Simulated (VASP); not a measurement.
Write the native input for VASP 6.6.1 that does the following.

| Property | Result |
| --- | --- |
| Task | single point |
| Functional | PBE |
| Potentials or basis | VASP PAW PBE potentials, release 64 (Hf_pv, O) |
| Cutoff | 520 eV |
| k mesh | 11 × 11 × 11 |
| Occupations | fermi-dirac, width 0.05 eV |
| Spin | no spin polarisation |
| Dipole correction | no |
| Further INCAR settings | ALGO = Normal; EDIFF = 1e-06; NBANDS = 18 |

The structure of HfO2 (fluorite type) lies in POSCAR:

```
HfO2
1.0
    0.0000000000      2.4967024664      2.4967024664
    2.4967024664      0.0000000000      2.4967024664
    2.4967024664      2.4967024664      0.0000000000
Hf O
1 2
Direct
    0.0000000000      0.0000000000      0.0000000000
    0.2500000000      0.2500000000      0.2500000000
    0.7500000000      0.7500000000      0.7500000000
```

This cell differs from its parent crystal: volume scaled by 0.94.

The input as run:

INCAR

```
PREC = Accurate
ENCUT = 520
EDIFF = 1E-6
ISMEAR = -1
SIGMA = 0.05
LREAL = False
LASPH = True
NELM = 80
ALGO = Normal
ISIF = 2
LWAVE = False
LCHARG = False
GGA = PE
NBANDS = 18
```

KPOINTS

```
regular mesh
0
Gamma
  11 11 11
```

Potentials or basis: VASP PAW PBE potentials, release 64 (Hf_pv, O).

Launch:

```bash
$ cat potpaw_PBE.64/Hf_pv/POTCAR potpaw_PBE.64/O/POTCAR > POTCAR
$ mpirun -np 1 vasp_std > vasp.out
```

Results of the run:

```
Pressure               : 13.1 GPa
Band gap on the k mesh : 4.00 eV, indirect (least direct gap 4.09 eV)
```

Caveat: spin-orbit coupling is left out, which moves the levels of the heavy elements.

Wall time 28 s on 1 thread of Intel(R) Xeon(R) 6975P-C (Granite Rapids) (shared host), peak memory 0.17 GiB.
